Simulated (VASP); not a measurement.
# Sn (Im-3m) in VASP: further runs, part 2 of 2

VASP 6.6.1. The steps go on from the part before.

## Step 3: Single point, PBEsol

INCAR

```
  ALGO = Normal
  EDIFF = 1E-6
  ENCUT = 520
  GGA = PS
  ISIF = 2
  ISMEAR = 0
  LASPH = True
  LCHARG = True
  LELF = True
  LREAL = False
  LVHAR = True
  LWAVE = False
  NBANDS = 13
  NELM = 80
  PREC = Accurate
  SIGMA = 0.05
```

KPOINTS

```
k-points
0
Gamma
  14 14 14
```

POSCAR

```
Sn
1.0
   -1.8946518192      1.8946518192      1.8946518192
    1.8946518192     -1.8946518192      1.8946518192
    1.8946518192      1.8946518192     -1.8946518192
Sn
1
Direct
    0.0000000000      0.0000000000      0.0000000000
```

Potentials or basis: VASP PAW PBE potentials, release 64 (Sn_d).

Launch:

```console
$ cat potpaw_PBE.64/Sn_d/POTCAR > POTCAR
$ mpirun -np 1 vasp_std > vasp.out
```

OUTCAR:

```text
EDIFF = 1E-6
   ENCUT = 520
   GGA = PS
   ISIF = 2
   ISMEAR = 0
   LASPH = True
   LREAL = False
   NELM = 80
   PREC = Accurate

 ion  position               nearest neighbor table
   1  0.000  0.000  0.000-

  LATTYP: Found a body centered cubic cell.
 ALAT       =     3.7893036384

  Lattice vectors:

 A1 = (  -1.8946518192,   1.8946518192,   1.8946518192)
 A2 = (   1.8946518192,  -1.8946518192,   1.8946518192)
 A3 = (   1.8946518192,   1.8946518192,  -1.8946518192)

Analysis of symmetry for initial positions (statically):
=====================================================================
 Subroutine PRICEL returns:
 Original cell was already a primitive cell.

 Routine SETGRP: Setting up the symmetry group for a
 body centered cubic supercell.

 Subroutine GETGRP returns: Found 48 space group operations
[... 9 lines left out ...]

 Routine SETGRP: Setting up the symmetry group for a
 body centered cubic supercell.

 Subroutine GETGRP returns: Found 48 space group operations
[... 11 lines left out ...]
                                     Primitive cell

[... 135 lines left out ...]

 E-fermi :   7.8925     XC(G=0): -10.5019

 val. band max:        7.8092581552   @ k =  -0.2857   0.3571   0.1429
 cond. band min:       7.8941303402   @ k =   0.1429   0.1429   0.1429
 fundamental gap:      0.0848721851
 Fermi energy:         7.8925493831

 k-point     1 :       0.0000    0.0000    0.0000
  band No.  band energies     occupation
      1     -13.5308      2.00000
      2     -13.5308      2.00000
      3     -13.5308      2.00000
      4     -13.3910      2.00000
      5     -13.3910      2.00000
      6      -3.1755      2.00000
      7      15.8575      0.00000
      8      15.8575      0.00000
      9      15.8575      0.00000
     10      20.0364      0.00000
     11      20.0364      0.00000
     12      20.0364      0.00000
     13      20.6631      0.00000
[... 354 lines left out ...]
  band No.  band energies     occupation
      1     -13.5437      2.00000
      2     -13.4525      2.00000
      3     -13.4285      2.00000
      4     -13.3875      2.00000
      5     -13.3638      2.00000
      6       2.3960      2.00000
      7       4.9437      2.00000
      8       6.1805      2.00000
      9      11.9846      0.00000
     10      18.7222      0.00000
     11      20.0944      0.00000
     12      20.6523      0.00000
     13      24.6518      0.00000

 [... further k-points ...]
[... 5 lines left out ...]
  --------------------------------------------------------------------------------------
  -------------------------------------------------------------------------------------
  Total       -0.3508221     -0.3508221     -0.3508221     -0.0000000     -0.0000000      0.0000000
  in kB      -20.6609044    -20.6609044    -20.6609044     -0.0000000     -0.0000000      0.0000000
  external PRESSURE =     -20.6609044 kB  Pullay stress =       0.0000000 kB

 VOLUME and BASIS-vectors are now :
 -----------------------------------------------------------------------------
  energy-cutoff  :      520.00
  volume of cell :       27.20
      direct lattice vectors                 reciprocal lattice vectors
    -1.894651819  1.894651819  1.894651819     0.000000000  0.263900731  0.263900731
     1.894651819 -1.894651819  1.894651819     0.263900731  0.000000000  0.263900731
     1.894651819  1.894651819 -1.894651819     0.263900731  0.263900731  0.000000000

 POSITION                                       TOTAL-FORCE (eV/Angst)
 -----------------------------------------------------------------------------------
      0.00000      0.00000      0.00000         0.000000     -0.000000      0.000000
 -----------------------------------------------------------------------------------
    total drift:                                0.000000      0.000000      0.000000

  FREE ENERGIE OF THE ION-ELECTRON SYSTEM (eV)
  ---------------------------------------------------
  free  energy   TOTEN  =        -4.2300268987 eV

  energy  without entropy=       -4.2298443804  energy(sigma->0) =       -4.22993564
```

stdout:

```text
POSCAR found type information on POSCAR Sn
 POSCAR found :  1 types and       1 ions
 scaLAPACK will be used
 -----------------------------------------------------------------------------
|                                                                             |
|                                                                             |
|     You enforced a specific xc type in the INCAR file but a different       |
|     I HOPE YOU KNOW WHAT YOU ARE DOING!                                     |
|                                                                             |
 -----------------------------------------------------------------------------

 LDA part: xc-table for (Slater+PW92), standard interpolation
 POSCAR, INCAR and KPOINTS ok, starting setup
 FFT: planning ... GRIDC
 FFT: planning ... GRID_SOFT
 FFT: planning ... GRID
 WAVECAR not read
 entering main loop
```

Run time: 9.6 s. Hardware: 1 thread of Intel Xeon Platinum 8488C (Sapphire Rapids), shared host; peak memory 0.16 GiB.

Results:

- Free energy: -4.2300 eV
- Pressure: -2.1 GPa
- Band gap on the k mesh: zero (band 7 reaches 15.86 eV, above the bottom of band 8 at 5.50 eV)

Caveat: the PAW data sets were made with another functional, which shifts forces and pressure a little; spin-orbit coupling is left out, which moves the levels of the heavy elements.

## Step 4: Single point, PBEsol

INCAR

```
SYSTEM = Sn
PREC = Accurate
ENCUT = 520
EDIFF = 1E-6
ISMEAR = 0
SIGMA = 0.05
LREAL = .FALSE.
LASPH = .TRUE.
NELM = 60
ALGO = Normal
ISIF = 2
LWAVE = .FALSE.
LCHARG = .TRUE.
GGA = PS
LELF = .TRUE.
LVHAR = .TRUE.
NBANDS = 13
```

KPOINTS

```
Automatic mesh
0
G
  16 16 16
  0 0 0
```

POSCAR is that of step 3.

Launch:

```console
$ cat potpaw_PBE.64/Sn_d/POTCAR > POTCAR
$ mpirun -np 1 vasp_std > vasp.out
```

Run time: 13 s. Hardware: 1 thread of Intel Xeon Platinum 8488C (Sapphire Rapids), shared host; peak memory 0.16 GiB.

The run converged. Its results:

| Quantity | Value |
| --- | --- |
| Free energy | -4.2211 eV |
| Pressure | -1.8 GPa |
| Band gap on the k mesh | zero (band 7 reaches 15.86 eV, above the bottom of band 8 at 5.54 eV) |

Levels at points of the mesh, in eV from the Fermi level:
| k point | band 5 | band 6 | band 7 | band 8 | band 9 | band 10 |
| --- | --- | --- | --- | --- | --- | --- |
| (0.00, 0.00, 0.00) | -21.26 | -11.05 | 7.98 | 7.98 | 7.98 | 12.16 |
| (0.50, 0.00, 0.00) | -21.18 | -6.38 | -4.38 | 3.64 | 5.46 | 7.99 |
| (0.50, 0.50, 0.50) | -21.20 | -2.46 | -0.44 | -0.44 | -0.44 | 3.88 |

Caveat: the PAW data sets were made with another functional, which shifts forces and pressure a little; spin-orbit coupling is left out, which moves the levels of the heavy elements.

## Step 5: Overview

```tsv
k mesh	gap on the mesh (eV)	pressure (GPa)
11 × 11 × 11	none	-1.6
14 × 14 × 14	none	-2.1
16 × 16 × 16	none	-1.8
```

Alike in all rows: task single point; level PBEsol; potentials or basis VASP PAW PBE potentials, release 64 (Sn_d); no spin polarisation; cell as given; cutoff (eV) 520; smearing gaussian 0.05 eV.

Every run on the cell as given and a fine mesh finds a metal.

Caveats: the PAW data sets were made with another functional, which shifts forces and pressure a little; spin-orbit coupling is left out, which moves the levels of the heavy elements.

Absolute energies hang on the potentials; compare differences alone.
